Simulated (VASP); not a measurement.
# MgSi (P4/mmm) in VASP: single point with r2SCAN

Aim: the single point of MgSi with r2SCAN.

Everything below comes from runs of VASP 6.6.1. Logs are shortened: lines on timing, memory, paths and dates and some standing lists are left out, and cuts for length are marked.

## (1) The cell of the first run

Symmetry: P4/mmm, No. 123, tetragonal system. The conventional cell has a = 2.908 Å, b = 2.908 Å, c = 4.103 Å, α = 90.00°, β = 90.00°, γ = 90.00°. Within 3.8 Å of Mg (site symmetry 4/mmm) lie 8 Si at 2.90 Å and 4 Mg at 2.91 Å. Within 3.8 Å of Si (site symmetry 4/mmm) lie 8 Mg at 2.90 Å and 4 Si at 2.91 Å.

## (2) Single point, r2SCAN

Input file POSCAR:

```
MgSi
1.0
    2.9083940000      0.0000000000      0.0000000000
    0.0000000000      2.9083940000      0.0000000000
    0.0000000000      0.0000000000      4.1034270000
Mg Si
1 1
Direct
    0.0000000000      0.0000000000      0.0000000000
    0.5000000000      0.5000000000      0.5000000000
```

Input file INCAR.step1:

```
SYSTEM = MgSi
PREC = Accurate ; ENCUT = 520
ISMEAR = 1 ; SIGMA = 0.1
LREAL = .FALSE. ; LASPH = .TRUE.
NELM = 100 ; NBANDS = 10
GGA = PE ; ALGO = Normal
EDIFF = 1E-4 ; LWAVE = .TRUE.
LCHARG = .FALSE.
```

Input file INCAR.step2:

```
SYSTEM = MgSi
PREC = Accurate ; ENCUT = 520
EDIFF = 1E-7 ; ISMEAR = 1
SIGMA = 0.1 ; LREAL = .FALSE.
LASPH = .TRUE. ; NELM = 100
ALGO = Normal ; ISIF = 2
LWAVE = .FALSE. ; LCHARG = .FALSE.
METAGGA = R2SCAN ; LMIXTAU = .TRUE.
NBANDS = 10 ; ISTART = 1
```

Input file KPOINTS:

```
Automatic mesh
0
Gamma
  10 10 7
  0.5 0.5 0.5
```

Potentials or basis: VASP PAW PBE potentials, release 64 (Mg, Si).

Run with:

```console
$ cat potpaw_PBE.64/Mg/POTCAR potpaw_PBE.64/Si/POTCAR > POTCAR
$ cp INCAR.step1 INCAR
$ mpirun -np 1 vasp_std > vasp.out
$ cp INCAR.step2 INCAR
$ mpirun -np 1 vasp_std > vasp.out
```

OUTCAR:

```text
SYSTEM = MgSi
   PREC = Accurate
   ENCUT = 520
   EDIFF = 1E-7
   ISMEAR = 1
   LREAL = .FALSE.
   LASPH = .TRUE.
   NELM = 100
   ISIF = 2
   METAGGA = R2SCAN
   ISTART = 1

 ion  position               nearest neighbor table
   1  0.000  0.000  0.000-   2 2.90   2 2.90   2 2.90   2 2.90   2 2.90   2 2.90   2 2.90   2 2.90

   2  0.500  0.500  0.500-   1 2.90   1 2.90   1 2.90   1 2.90   1 2.90   1 2.90   1 2.90   1 2.90

  LATTYP: Found a simple tetragonal cell.
 ALAT       =     2.9083940000
 C/A-ratio  =     1.4108910278

  Lattice vectors:

 A1 = (   2.9083940000,   0.0000000000,   0.0000000000)
 A2 = (   0.0000000000,   2.9083940000,   0.0000000000)
 A3 = (   0.0000000000,   0.0000000000,   4.1034270000)

Analysis of symmetry for initial positions (statically):
=====================================================================
 Subroutine PRICEL returns:
 Original cell was already a primitive cell.

 Routine SETGRP: Setting up the symmetry group for a
 simple tetragonal supercell.

 Subroutine GETGRP returns: Found 16 space group operations
 (whereof 16 operations were pure point group operations)
 out of a pool of 16 trial point group operations.

The static configuration has the point symmetry D_4h.

Analysis of symmetry for dynamics (positions and initial velocities):
=====================================================================
 Subroutine PRICEL returns:
 Original cell was already a primitive cell.

 Routine SETGRP: Setting up the symmetry group for a
 simple tetragonal supercell.

 Subroutine GETGRP returns: Found 16 space group operations
 (whereof 16 operations were pure point group operations)
 out of a pool of 16 trial point group operations.

The dynamic configuration has the point symmetry D_4h.

 Subroutine INISYM returns: Found 16 space group operations
 (whereof 16 operations are pure point group operations),
 and found     1 'primitive' translations

----------------------------------------------------------------------------------------

                                     Primitive cell

  volume of cell :      34.7099

  direct lattice vectors                    reciprocal lattice vectors
     2.908394000  0.000000000  0.000000000     0.343832369  0.000000000  0.000000000
     0.000000000  2.908394000  0.000000000     0.000000000  0.343832369  0.000000000
     0.000000000  0.000000000  4.103427000     0.000000000  0.000000000  0.243698743

  length of vectors
     2.908394000  2.908394000  4.103427000     0.343832369  0.343832369  0.243698743

  position of ions in fractional coordinates (direct lattice)
     0.000000000  0.000000000  0.000000000
     0.500000000  0.500000000  0.500000000

  ion indices of the primitive-cell ions
   primitive index   ion index
                 1           1
                 2           2

----------------------------------------------------------------------------------------

 KPOINTS: Automatic mesh

Automatic generation of k-mesh.
 Grid dimensions read from file:
 generate k-points for:   10   10    7

 Generating k-lattice:

  Cartesian coordinates                     Fractional coordinates (reciprocal lattice)
     0.034383237  0.000000000  0.000000000     0.100000000  0.000000000  0.000000000
     0.000000000  0.034383237  0.000000000     0.000000000  0.100000000  0.000000000
     0.000000000  0.000000000  0.034814106     0.000000000  0.000000000  0.142857143

  Length of vectors
     0.034383237  0.034383237  0.034814106

  Shift w.r.t. Gamma in fractional coordinates (k-lattice)
     0.500000000  0.500000000  0.500000000

 Subroutine IBZKPT returns following result:
 ===========================================

 Found     60 irreducible k-points:

 Following reciprocal coordinates:
            Coordinates               Weight
  0.050000  0.050000  0.071429      8.000000
  0.150000  0.050000  0.071429     16.000000
  0.250000  0.050000  0.071429     16.000000
  0.350000  0.050000  0.071429     16.000000
  0.450000  0.050000  0.071429     16.000000
  0.150000  0.150000  0.071429      8.000000
[... 16 lines left out ...]
  0.350000  0.150000  0.214286     16.000000
  0.450000  0.150000  0.214286     16.000000
 [... further k-points ...]
   k-points           NKPTS =     60   k-points in BZ     NKDIM =     60   number of bands    NBANDS=     10
   number of dos      NEDOS =    301   number of ions     NIONS =      2
   total plane-waves  NPLWV =  18432
   dimension x,y,z NGX =    24 NGY =   24 NGZ =   32
   dimension x,y,z NGXF=    48 NGYF=   48 NGZF=   64
   ions per type =               1   1
   NGX,Y,Z   is equivalent  to a cutoff of  13.72, 13.72, 12.96 a.u.
   NGXF,Y,Z  is equivalent  to a cutoff of  27.44, 27.44, 25.93 a.u.
 SYSTEM =  MgSi
   PREC   = accura    normal or accurate (medium, high low for compatibility)
   ISTART =      1    job   : 0-new  1-cont  2-samecut
   ICHARG =      0    charge: 1-file 2-atom 10-const
   ISPIN  =      1    spin polarized calculation?
   LNONCOLLINEAR =      F non collinear calculations
   LSORBIT =      F    spin-orbit coupling
   LASPH  =      T    aspherical Exc in radial PAW
   ENCUT  =  520.0 eV  38.22 Ry    6.18 a.u.   5.41  5.41  7.63*2*pi/ulx,y,z
   NELM   =    100;   NELMIN=  2; NELMDL=  0     # of ELM steps
   EDIFF  = 0.1E-06   stopping-criterion for ELM
   LREAL  =      F    real-space projection
   EDIFFG = 0.1E-05   stopping-criterion for IOM
   NSW    =      0    number of steps for IOM
   IBRION =     -1    ionic relax: 0-MD 1-quasi-New 2-CG
   NFREE  =      0    steps in history (QN), initial steepest desc. (CG)
   ISIF   =      2    stress and relaxation
   ISYM   =      2    0-nonsym 1-usesym 2-fastsym
   POTIM  = 0.5000    time-step for ionic-motion
   TEBEG  =    0.0;   TEEND  =   0.0 temperature during run
   PSTRESS=    0.0 pullay stress
   NELECT =       6.0000    total number of electrons
   NUPDOWN=      -1.0000    fix difference up-down
   EMIN   =  10.00;   EMAX   =-10.00  energy-range for DOS
   EFERMI =   0.00;   METHOD = LEGACY
   ISMEAR =     1;   SIGMA  =   0.10  broadening in eV -4-tet -1-fermi 0-gaus
   EFERMI_NEDOS =   21; number of points for ismear=-14 and -15
   IALGO  =     38    algorithm
   IMIX   =      4    mixing-type and parameters
     AMIX     =   0.40;   BMIX     =  1.00
     AMIX_MAG =   1.60;   BMIX_MAG =  1.00
  volume/ion in A,a.u.               =      17.35       117.12
  Fermi-wavevector in a.u.,A,eV,Ry     =   0.911957  1.723348 11.315488  0.831665
  Thomas-Fermi vector in A             =   2.036296
   LORBIT       =      0    0 simple, 1 ext, 2 COOP (PROOUT), +10 PAW based schemes
   METAGGA = R2SCAN    functional components
   LHFCALC =     F    Hartree Fock is set to
   AEXX    =    0.0000 exact exchange contribution
   IVDW    =     0    specifies the selected vdW correction
   LEPSILON=     F    determine dielectric tensor
   LRPA    =     F    only Hartree local field effects (RPA)
 non-spin polarized calculation
 Methfessel and Paxton  Order N= 1 SIGMA  =   0.10
  energy-cutoff  :      520.00
  volume of cell :       34.71
 maximum number of plane-waves:       947
 NGX is ok and might be reduce to    24
   NGX = 11   NGY = 11   NGZ = 15

 number of electron       6.0000000 magnetization

 Free energy of the ion-electron system (eV)
  ---------------------------------------------------
  ext. energy  EPLUGINS =         0.00000000
  ---------------------------------------------------
  free energy    TOTEN  =       -12.64500430 eV

  energy without entropy =      -12.64454896  energy(sigma->0) =      -12.64485252

 E-fermi :   6.0439     XC(G=0): -10.4825

 val. band max:        6.0343041990   @ k =   0.4500   0.3500   0.5000
 cond. band min:       6.1969356849   @ k =   0.2500   0.2500   0.0714
 fundamental gap:      0.1626314859
 Fermi energy:         6.0438649696

 k-point     1 :       0.0500    0.0500    0.0714
  band No.  band energies     occupation
      1      -5.6156      2.00000
      2       2.6829      2.00000
      3       5.9764      1.90164
      4       9.7073      0.00000
      5      10.3913      0.00000
      6      13.2070      0.00000
      7      16.0444      0.00000
      8      18.0578      0.00000
      9      18.2840      0.00000
     10      19.7418      0.00000

 k-point     2 :       0.1500    0.0500    0.0714
  band No.  band energies     occupation
      1      -5.2597      2.00000
      2       3.0078      2.00000
      3       6.2981     -0.00192
      4       7.2480     -0.00000
      5      10.4737      0.00000
      6      14.4474      0.00000
      7      15.4249      0.00000
      8      17.4786      0.00000
      9      18.4376      0.00000
     10      19.0789      0.00000

 k-point     3 :       0.2500    0.0500    0.0714
  band No.  band energies     occupation
      1      -4.5574      2.00000
      2       3.6410      2.00000
      3       4.5710      2.00000
      4       7.0373     -0.00000
      5      11.0363      0.00000
      6      12.7972      0.00000
      7      15.2151      0.00000
      8      15.7749      0.00000
      9      19.3126      0.00000
     10      20.0329      0.00000

 k-point     4 :       0.3500    0.0500    0.0714
  band No.  band energies     occupation
      1      -3.5427      2.00000
      2       2.2383      2.00000
      3       4.5402      2.00000
      4       8.0105     -0.00000
      5      10.5914      0.00000
      6      11.8129      0.00000
      7      13.5184      0.00000
      8      16.3571      0.00000
      9      18.1390      0.00000
     10      20.1619      0.00000

 k-point     5 :       0.4500    0.0500    0.0714
  band No.  band energies     occupation
      1      -2.3994      2.00000
      2       0.4301      2.00000
      3       5.4502      2.00000
      4       8.8852      0.00000
      5       9.2281      0.00000
      6      11.8727      0.00000
      7      12.5354      0.00000
      8      16.6551      0.00000
      9      17.4424      0.00000
     10      20.5692      0.00000

 k-point     6 :       0.1500    0.1500    0.0714
  band No.  band energies     occupation
      1      -4.9045      2.00000
      2       3.3327      2.00000
      3       6.6339     -0.00000
      4       7.0399     -0.00000
      5       8.3179      0.00000
      6      15.2572      0.00000
      7      15.8802      0.00000
      8      16.9952      0.00000
      9      18.2584      0.00000
     10      18.5441      0.00000
[... 183 lines left out ...]
 k-point    21 :       0.1500    0.1500    0.2143
  band No.  band energies     occupation
      1      -4.6239      2.00000
      2       1.5460      2.00000
      3       7.2726     -0.00000
      4       8.3691      0.00000
      5       9.3257      0.00000
      6      13.4386      0.00000
      7      14.6036      0.00000
      8      17.5547      0.00000
      9      18.9655      0.00000
     10      20.2749      0.00000

 k-point    22 :       0.2500    0.1500    0.2143
  band No.  band energies     occupation
      1      -3.9269      2.00000
      2       2.2126      2.00000
      3       5.0995      2.00000
      4       8.5761      0.00000
      5       9.8974      0.00000
      6      11.3596      0.00000
      7      14.6929      0.00000
      8      17.4797      0.00000
      9      18.4890      0.00000
     10      19.0124      0.00000

 k-point    23 :       0.3500    0.1500    0.2143
  band No.  band energies     occupation
      1      -2.9196      2.00000
      2       2.8022      2.00000
      3       3.1722      2.00000
      4       9.0482      0.00000
      5       9.4004      0.00000
      6      10.8975      0.00000
      7      15.2267      0.00000
      8      15.4756      0.00000
      9      16.8334      0.00000
     10      19.7936      0.00000

 k-point    24 :       0.4500    0.1500    0.2143
  band No.  band energies     occupation
      1      -1.7840      2.00000
      2       1.0197      2.00000
      3       4.1640      2.00000
      4       7.4175     -0.00000
      5      10.2321      0.00000
      6      11.8420      0.00000
      7      14.0142      0.00000
      8      14.6602      0.00000
      9      16.6265      0.00000
     10      20.4465      0.00000

 [... further k-points ...]
[... 5 lines left out ...]
  --------------------------------------------------------------------------------------
  -------------------------------------------------------------------------------------
  Total       -0.0018979     -0.0018979     -1.0235756      0.0000000     -0.0000000     -0.0000000
  in kB       -0.0876061     -0.0876061    -47.2473344      0.0000000     -0.0000000     -0.0000000
  external PRESSURE =     -15.8075155 kB  Pullay stress =       0.0000000 kB

 VOLUME and BASIS-vectors are now :
 -----------------------------------------------------------------------------
  energy-cutoff  :      520.00
  volume of cell :       34.71
      direct lattice vectors                 reciprocal lattice vectors
     2.908394000  0.000000000  0.000000000     0.343832369  0.000000000  0.000000000
     0.000000000  2.908394000  0.000000000     0.000000000  0.343832369  0.000000000
     0.000000000  0.000000000  4.103427000     0.000000000  0.000000000  0.243698743

 POSITION                                       TOTAL-FORCE (eV/Angst)
 -----------------------------------------------------------------------------------
      0.00000      0.00000      0.00000         0.000000      0.000000      0.000000
      1.45420      1.45420      2.05171         0.000000      0.000000      0.000000
 -----------------------------------------------------------------------------------
    total drift:                               -0.000000     -0.000000     -0.000000

  FREE ENERGIE OF THE ION-ELECTRON SYSTEM (eV)
  ---------------------------------------------------
  free  energy   TOTEN  =       -12.6450042964 eV

  energy  without entropy=      -12.6445489598  energy(sigma->0) =      -12.64485252
```

Wall time 76 s (1 thread of AMD EPYC 7R43 (Zen 3), shared host); peak memory 0.13 GiB.

What came out:

| Item | Value |
| --- | --- |
| Free energy | -12.6450 eV |
| Pressure | -1.6 GPa |
| Band gap on the k mesh | zero (band 3 reaches 10.44 eV, above the bottom of band 4 at 4.89 eV) |

Stress tensor (GPa, compression positive):
```
-0.01  0.00  0.00
 0.00 -0.01  0.00
 0.00  0.00 -4.72
```

Caveat: the PAW data sets were made with another functional, which shifts forces and pressure a little.
